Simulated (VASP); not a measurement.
# PbS (Galena) (Fm-3m) in VASP: single point with PBE

Aim: the single point of PbS (Galena) with PBE.

Program: VASP 6.6.1. These are calculated values, not measurements. Logs are shortened: lines on timing, memory, paths and dates and some standing lists are left out, and cuts for length are marked.

### Step 1. The cell of the first run

The structure is cubic, space group Fm-3m (No. 225). The conventional cell has a = 5.932 Å, b = 5.932 Å, c = 5.932 Å, α = 90.00°, β = 90.00°, γ = 90.00°. Within 3.9 Å of Pb (site symmetry m-3m) lie 6 S at 2.97 Å. Within 3.9 Å of S (site symmetry m-3m) lie 6 Pb at 2.97 Å.

### Step 2. Single point, PBE

Contents of INCAR:

```
SYSTEM = PbS
  PREC = Accurate
  ENCUT = 500
  EDIFF = 1E-6
  ISMEAR = 0
  SIGMA = 0.01
  LREAL = .FALSE.
  LASPH = .TRUE.
  NELM = 120
  ALGO = Normal
  ISIF = 2
  LWAVE = .FALSE.
  LCHARG = .FALSE.
  GGA = PE
  NBANDS = 17
  GGA_COMPAT = .FALSE.
```

Contents of KPOINTS:

```
regular mesh
0
G
  2 2 2
  0 0 0
```

Contents of POSCAR:

```
PbS
1.0
    4.1942040000      0.0000000000      0.0000000000
    2.0971020000      3.6322872127      0.0000000000
    2.0971020000      1.2107624042      3.4245532257
Pb S
1 1
Direct
    0.0000000000      0.0000000000      0.0000000000
    0.5000000000      0.5000000000      0.5000000000
```

Potentials or basis: VASP PAW PBE potentials, release 64 (Pb_d, S).

Command:

```console
> cat potpaw_PBE.64/Pb_d/POTCAR potpaw_PBE.64/S/POTCAR > POTCAR
> mpirun -np 1 vasp_std > vasp.out
```

OUTCAR:

```text
SYSTEM = PbS
   PREC = Accurate
   ENCUT = 500
   EDIFF = 1E-6
   ISMEAR = 0
   LREAL = .FALSE.
   LASPH = .TRUE.
   NELM = 120
   ISIF = 2
   GGA = PE

 ion  position               nearest neighbor table
   1  0.000  0.000  0.000-   2 2.97   2 2.97   2 2.97   2 2.97   2 2.97   2 2.97
   2  0.500  0.500  0.500-   1 2.97   1 2.97   1 2.97   1 2.97   1 2.97   1 2.97

  LATTYP: Found a face centered cubic cell.
 ALAT       =     5.9315001802

  Lattice vectors:

 A1 = (   4.1942040000,   0.0000000000,   0.0000000000)
 A2 = (   2.0971020000,   3.6322872127,   0.0000000000)
 A3 = (   2.0971020000,   1.2107624042,   3.4245532257)

Analysis of symmetry for initial positions (statically):
=====================================================================
 Subroutine PRICEL returns:
 Original cell was already a primitive cell.

 Routine SETGRP: Setting up the symmetry group for a
 face centered cubic supercell.

 Subroutine GETGRP returns: Found 48 space group operations
 (whereof 48 operations were pure point group operations)
 out of a pool of 48 trial point group operations.

The static configuration has the point symmetry O_h .

Analysis of symmetry for dynamics (positions and initial velocities):
=====================================================================
 Subroutine PRICEL returns:
 Original cell was already a primitive cell.

 Routine SETGRP: Setting up the symmetry group for a
 face centered cubic supercell.

 Subroutine GETGRP returns: Found 48 space group operations
 (whereof 48 operations were pure point group operations)
 out of a pool of 48 trial point group operations.

The dynamic configuration has the point symmetry O_h .

 Subroutine INISYM returns: Found 48 space group operations
 (whereof 48 operations are pure point group operations),
 and found     1 'primitive' translations

----------------------------------------------------------------------------------------

                                     Primitive cell

  volume of cell :      52.1715

  direct lattice vectors                    reciprocal lattice vectors
     4.194204000  0.000000000  0.000000000     0.238424264 -0.137654313 -0.097336298
     2.097102000  3.632287213  0.000000000     0.000000000  0.275308626 -0.097336298
     2.097102000  1.210762404  3.424553226     0.000000000  0.000000000  0.292008894

  length of vectors
     4.194204000  4.194204000  4.194204000     0.292008894  0.292008894  0.292008894

  position of ions in fractional coordinates (direct lattice)
     0.000000000  0.000000000  0.000000000
     0.500000000  0.500000000  0.500000000

  ion indices of the primitive-cell ions
   primitive index   ion index
                 1           1
                 2           2

----------------------------------------------------------------------------------------

 KPOINTS: regular mesh

Automatic generation of k-mesh.
 Grid dimensions read from file:
 generate k-points for:    2    2    2

 Generating k-lattice:

  Cartesian coordinates                     Fractional coordinates (reciprocal lattice)
     0.119212132 -0.068827156 -0.048668149     0.500000000  0.000000000  0.000000000
     0.000000000  0.137654313 -0.048668149     0.000000000  0.500000000  0.000000000
     0.000000000  0.000000000  0.146004447     0.000000000  0.000000000  0.500000000

  Length of vectors
     0.146004447  0.146004447  0.146004447

  Shift w.r.t. Gamma in fractional coordinates (k-lattice)
     0.000000000  0.000000000  0.000000000

 Subroutine IBZKPT returns following result:
 ===========================================

 Found      3 irreducible k-points:

 Following reciprocal coordinates:
            Coordinates               Weight
  0.000000  0.000000  0.000000      1.000000
  0.500000  0.000000 -0.000000      4.000000
  0.500000  0.500000  0.000000      3.000000
   k-points           NKPTS =      3   k-points in BZ     NKDIM =      3   number of bands    NBANDS=     17
   number of dos      NEDOS =    301   number of ions     NIONS =      2
   total plane-waves  NPLWV =  32768
   dimension x,y,z NGX =    32 NGY =   32 NGZ =   32
   dimension x,y,z NGXF=    64 NGYF=   64 NGZF=   64
   ions per type =               1   1
   NGX,Y,Z   is equivalent  to a cutoff of  12.68, 12.68, 12.68 a.u.
   NGXF,Y,Z  is equivalent  to a cutoff of  25.37, 25.37, 25.37 a.u.
 SYSTEM =  PbS
   PREC   = accura    normal or accurate (medium, high low for compatibility)
   ISTART =      0    job   : 0-new  1-cont  2-samecut
   ICHARG =      2    charge: 1-file 2-atom 10-const
   ISPIN  =      1    spin polarized calculation?
   LNONCOLLINEAR =      F non collinear calculations
   LSORBIT =      F    spin-orbit coupling
   LASPH  =      T    aspherical Exc in radial PAW
   ENCUT  =  500.0 eV  36.75 Ry    6.06 a.u.   7.65  7.65  7.65*2*pi/ulx,y,z
   NELM   =    120;   NELMIN=  2; NELMDL= -5     # of ELM steps
   EDIFF  = 0.1E-05   stopping-criterion for ELM
   LREAL  =      F    real-space projection
   EDIFFG = 0.1E-04   stopping-criterion for IOM
   NSW    =      0    number of steps for IOM
   IBRION =     -1    ionic relax: 0-MD 1-quasi-New 2-CG
   NFREE  =      0    steps in history (QN), initial steepest desc. (CG)
   ISIF   =      2    stress and relaxation
   ISYM   =      2    0-nonsym 1-usesym 2-fastsym
   POTIM  = 0.5000    time-step for ionic-motion
   TEBEG  =    0.0;   TEEND  =   0.0 temperature during run
   PSTRESS=    0.0 pullay stress
   NELECT =      20.0000    total number of electrons
   NUPDOWN=      -1.0000    fix difference up-down
   EMIN   =  10.00;   EMAX   =-10.00  energy-range for DOS
   EFERMI =   0.00;   METHOD = LEGACY
   ISMEAR =     0;   SIGMA  =   0.01  broadening in eV -4-tet -1-fermi 0-gaus
   EFERMI_NEDOS =   21; number of points for ismear=-14 and -15
   IALGO  =     38    algorithm
   IMIX   =      4    mixing-type and parameters
     AMIX     =   0.40;   BMIX     =  1.00
     AMIX_MAG =   1.60;   BMIX_MAG =  1.00
  volume/ion in A,a.u.               =      26.09       176.04
  Fermi-wavevector in a.u.,A,eV,Ry     =   1.189251  2.247359 19.242971  1.414319
  Thomas-Fermi vector in A             =   2.325363
   LORBIT       =      0    0 simple, 1 ext, 2 COOP (PROOUT), +10 PAW based schemes
   GGA     = PE    functional components
   LHFCALC =     F    Hartree Fock is set to
   AEXX    =    0.0000 exact exchange contribution
   IVDW    =     0    specifies the selected vdW correction
   LEPSILON=     F    determine dielectric tensor
   LRPA    =     F    only Hartree local field effects (RPA)
 non-spin polarized calculation
 Gauss-broadening in eV      SIGMA  =   0.01
  energy-cutoff  :      500.00
  volume of cell :       52.17
 maximum number of plane-waves:      1363
 NGX is ok and might be reduce to    32
   NGX = 15   NGY = 15   NGZ = 15

 number of electron      19.9999998 magnetization

 Free energy of the ion-electron system (eV)
  ---------------------------------------------------
  ext. energy  EPLUGINS =         0.00000000
  ---------------------------------------------------
  free energy    TOTEN  =        -7.37689107 eV

  energy without entropy =       -7.37689107  energy(sigma->0) =       -7.37689107

 E-fermi :   6.2080     XC(G=0):  -9.5838

 val. band max:        6.1553520691   @ k =   0.5000   0.0000  -0.0000
 cond. band min:       6.2904145877   @ k =   0.5000   0.0000  -0.0000
 fundamental gap:      0.1350625187
 Fermi energy:         6.2079956514

 k-point     1 :       0.0000    0.0000    0.0000
  band No.  band energies     occupation
      1     -11.1862      2.00000
      2     -11.1862      2.00000
      3     -11.1862      2.00000
      4     -11.1579      2.00000
      5     -11.1579      2.00000
      6      -7.3950      2.00000
      7      -0.0555      2.00000
      8       4.0822      2.00000
      9       4.0822      2.00000
     10       4.0822      2.00000
     11      11.0339      0.00000
     12      11.0339      0.00000
     13      11.0339      0.00000
     14      12.6853      0.00000
     15      12.6853      0.00000
     16      12.6853      0.00000
     17      14.5570      0.00000

 k-point     2 :       0.5000    0.0000   -0.0000
  band No.  band energies     occupation
      1     -11.1935      2.00000
      2     -11.1935      2.00000
      3     -11.1826      2.00000
      4     -11.1344      2.00000
      5     -11.1344      2.00000
      6      -5.9676      2.00000
      7      -3.0509      2.00000
      8       4.5163      2.00000
      9       4.5163      2.00000
     10       6.1554      2.00000
     11       6.2904      0.00000
     12       7.7819      0.00000
     13       7.7819      0.00000
     14      14.6958      0.00000
     15      16.1385      0.00000
     16      16.1385      0.00000
     17      16.5038      0.00000

 k-point     3 :       0.5000    0.5000    0.0000
  band No.  band energies     occupation
      1     -11.2887      2.00000
      2     -11.2109      2.00000
      3     -11.1326      2.00000
      4     -11.1266      2.00000
      5     -11.1266      2.00000
      6      -5.5681      2.00000
      7      -1.4417      2.00000
      8       0.8600      2.00000
      9       2.7063      2.00000
     10       2.7063      2.00000
     11       9.7944      0.00000
     12      11.6764      0.00000
     13      11.6764      0.00000
     14      11.7617      0.00000
     15      17.2562      0.00000
     16      18.3734      0.00000
     17      18.3751      0.00000

------------------------ aborting loop because EDIFF is reached ----------------------------------------

  FORCE on cell =-STRESS in cart. coord.  units (eV):
  Direction    XX          YY          ZZ          XY          YZ          ZX
  --------------------------------------------------------------------------------------
  -------------------------------------------------------------------------------------
  Total        3.4146669      3.4146669      3.4146669     -0.0000000     -0.0000000      0.0000000
  in kB      104.8637220    104.8637220    104.8637220     -0.0000000     -0.0000000      0.0000000
  external PRESSURE =     104.8637220 kB  Pullay stress =       0.0000000 kB

 VOLUME and BASIS-vectors are now :
 -----------------------------------------------------------------------------
  energy-cutoff  :      500.00
  volume of cell :       52.17
      direct lattice vectors                 reciprocal lattice vectors
     4.194204000  0.000000000  0.000000000     0.238424264 -0.137654313 -0.097336298
     2.097102000  3.632287213  0.000000000     0.000000000  0.275308626 -0.097336298
     2.097102000  1.210762404  3.424553226     0.000000000  0.000000000  0.292008894

 POSITION                                       TOTAL-FORCE (eV/Angst)
 -----------------------------------------------------------------------------------
      0.00000      0.00000      0.00000         0.000000      0.000000      0.000000
      4.19420      2.42152      1.71228        -0.000000     -0.000000      0.000000
 -----------------------------------------------------------------------------------
    total drift:                               -0.000000      0.000000      0.000000

  FREE ENERGIE OF THE ION-ELECTRON SYSTEM (eV)
  ---------------------------------------------------
  free  energy   TOTEN  =        -7.3768910664 eV

  energy  without entropy=       -7.3768910664  energy(sigma->0) =       -7.37689107
```

Run time: 3.6 s. Hardware: 1 thread of AMD EPYC 9R45 (Zen 5), shared host; peak memory 0.14 GiB.

Results:

| Quantity | Value |
| --- | --- |
| Free energy | -7.3769 eV |
| Pressure | 10.5 GPa |
| Band gap on the k mesh | 0.14 eV, direct |

Levels at points of the mesh, in eV from the valence-band top:
```
           k point  band 8  band 9  band 10  band 11  band 12  band 13
(0.00, 0.00, 0.00)   -2.07   -2.07    -2.07     4.88     4.88     4.88
(0.50, 0.00, 0.00)   -1.64   -1.64     0.00     0.13     1.63     1.63
(0.50, 0.50, 0.00)   -5.30   -3.45    -3.45     3.64     5.52     5.52
```

Caveat: the k points lie up to 0.92 Å⁻¹ apart; spin-orbit coupling is left out, which moves the levels of the heavy elements. A k mesh can miss the band edges.
